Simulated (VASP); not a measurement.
Crystal: Cs.

```xyz
1
Lattice="-3.1285 3.1285 3.1285 3.1285 -3.1285 3.1285 3.1285 3.1285 -3.1285" Properties=species:S:1:pos:R:3 pbc="T T T"
Cs    0.0000    0.0000    0.0000
```

```yaml
Program: VASP 6.6.1
Task: relaxation of cell and atoms
Functional: revPBE
Potentials_or_basis: VASP PAW PBE potentials, release 64 (Cs_sv)
Cutoff: 600 eV
k_mesh: 6 × 6 × 6
Occupations: fermi-dirac, width 0.05 eV
Spin: no spin polarisation
```

At the start: pressure 0.1 GPa; volume 122.48 Å³/atom.

Task: How do energy, volume and symmetry change on relaxing?

Result: Over 3 steps the energy falls by 2.1 meV/atom and the volume is 128.30 Å³/atom (+4.8 %); space group Im-3m (No. 229, to 0.05 Å).

The path:
| step | energy change (eV) | largest force (eV/Å) | pressure (GPa) | volume (Å³) |
| --- | --- | --- | --- | --- |
| 1 | 0.0000 | 0.0000 | 0.11 | 122.48 |
| 2 | -0.0008 | 0.0000 | 0.08 | 123.92 |
| 3 | -0.0021 | 0.0000 | 0.02 | 128.30 |

Final structure:
```
CELL_PARAMETERS angstrom
-3.17728 3.17728 3.17728
3.17728 -3.17728 3.17728
3.17728 3.17728 -3.17728
ATOMIC_POSITIONS crystal
Cs 0.00000 0.00000 0.00000
```

Caveat: the PAW data sets were made with another functional, which shifts forces and pressure a little.
